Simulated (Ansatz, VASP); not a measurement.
**Two plane-wave programs on ZnO**

```
CELL_PARAMETERS angstrom
3.23535 0.00000 0.00000
-1.61768 2.80190 0.00000
0.00000 0.00000 5.21091
ATOMIC_POSITIONS crystal
Zn 0.33333 0.66667 0.49966
Zn 0.66667 0.33333 0.99966
O 0.66667 0.33333 0.37935
O 0.33333 0.66667 0.87935
```

Alike in both runs: task single point; functional LDA; k mesh 12 × 12 × 6; no spin polarisation.

|  | VASP | Ansatz |
| --- | --- | --- |
| version | VASP 6.6.1 | Ansatz 0.2.0 |
| potentials or method | VASP PAW LDA potentials, release 64 (Zn, O) | plane waves, PAW |
| plane-wave cutoff (eV) | 520 | 420 |
| occupations | gaussian, width 0.01 eV | fixed |
| valence electrons in the cell | 36 | 36 |

|  | VASP | Ansatz | Ansatz less VASP |
| --- | --- | --- | --- |
| gap on the k mesh at the Fermi level (eV) | 0.75 | 0.74 | -0.007 |
| pressure (GPa) | -5.0 | -6.1 | -1.06 |
| traceless stress, the component that is largest in VASP (GPa) | 0.21 | 0.23 | +0.011 |
| rms of the force components (eV/Å) | 0.005 | 0.005 | -0.0004 |

LDA's correlation is that of Perdew and Zunger in VASP and of Perdew and Wang (1992) in Ansatz. Atom by atom the forces differ by 0.000 eV/Å (rms over components).
